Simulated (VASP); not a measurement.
A run of VASP 6.6.1 is set up as follows.

INCAR

```
PREC = Accurate
ENCUT = 540
EDIFF = 1E-7
ISMEAR = -1
SIGMA = 0.1
LREAL = False
LASPH = True
NELM = 120
ALGO = Normal
ISIF = 3
LWAVE = False
LCHARG = False
GGA = CA
IBRION = 2
NSW = 80
EDIFFG = -0.01
GGA_COMPAT = False
NELMIN = 4
```

File KPOINTS:

```
regular mesh
0
Gamma
  10 10 10
```

POSCAR

```
Pd
1.0
    0.0000000000      2.7082278367      2.7082278367
    2.7082278367      0.0000000000      2.7082278367
    2.7082278367      2.7082278367      0.0000000000
Pd
2
Direct
    0.1250000000      0.1250000000      0.1250000000
    0.8750000000      0.8750000000      0.8750000000
```

Potentials or basis: VASP PAW LDA potentials, release 64 (Pd_sv_GW).

Launch:

```bash
$ cat potpaw_LDA.64/Pd_sv_GW/POTCAR > POTCAR
$ mpirun -np 1 vasp_std > vasp.out
```

Task: What does it give for the relaxed cell?

Result: a = 3.948 Å, b = 3.948 Å, c = 3.948 Å, α = 60.00°, β = 60.00°, γ = 60.00°.

Task: Predict the relaxed volume.

Result: 21.76 Å³/atom.

Task: Predict the space group after relaxing (to 0.05 Å).

Result: Fd-3m (No. 227).

Final structure:
```yaml
crystal:
  lattice:
    - [0.00000, 2.79191, 2.79191]
    - [2.79191, 0.00000, 2.79191]
    - [2.79191, 2.79191, 0.00000]
  atoms:
    - { symbol: Pd, position: [0.12500, 0.12500, 0.12500] }
    - { symbol: Pd, position: [0.87500, 0.87500, 0.87500] }
```
